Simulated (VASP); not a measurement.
Ag: single point with PBEsol

The system is Ag.

```
Ag
1.0
     0.00000    2.01245    2.01245
     2.01245    0.00000    2.01245
     2.01245    2.01245    0.00000
Ag
1
Direct
  0.00000 0.00000 0.00000
```

This cell differs from its parent crystal: strain -0.015 along x and y, -0.015 along z.

- Program: VASP 6.6.1
- Task: single point
- Functional: PBEsol
- Potentials or basis: VASP PAW PBE potentials, release 64 (Ag)
- Cutoff: 520 eV
- k mesh: 20 × 20 × 20
- Occupations: gaussian, width 0.15 eV
- Spin: no spin polarisation

* Pressure: 2.5 GPa

Levels at points of the mesh, in eV from the Fermi level:
```
           k point  band 2  band 3  band 4  band 5  band 6  band 7  band 8  band 9  band 10  band 11
(0.00, 0.00, 0.00)   -4.93   -4.93   -4.93   -3.79   -3.79   16.09   19.93   19.93    19.93    24.86
(0.50, 0.00, 0.00)   -4.95   -4.95   -2.93   -2.93   -0.57    3.85   15.33   18.29    18.29    23.49
(0.50, 0.50, 0.00)   -6.56   -2.96   -2.70   -2.70    1.51    7.09   10.84   10.84    17.72    17.83
```

Run time: 13 s on 1 thread of Intel(R) Xeon(R) 6975P-C (Granite Rapids) (shared host), peak memory 0.17 GiB.

Caveat: the cell differs from its parent crystal (strain -0.015 along x and y, -0.015 along z); the PAW data sets were made with another functional, which shifts forces and pressure a little.
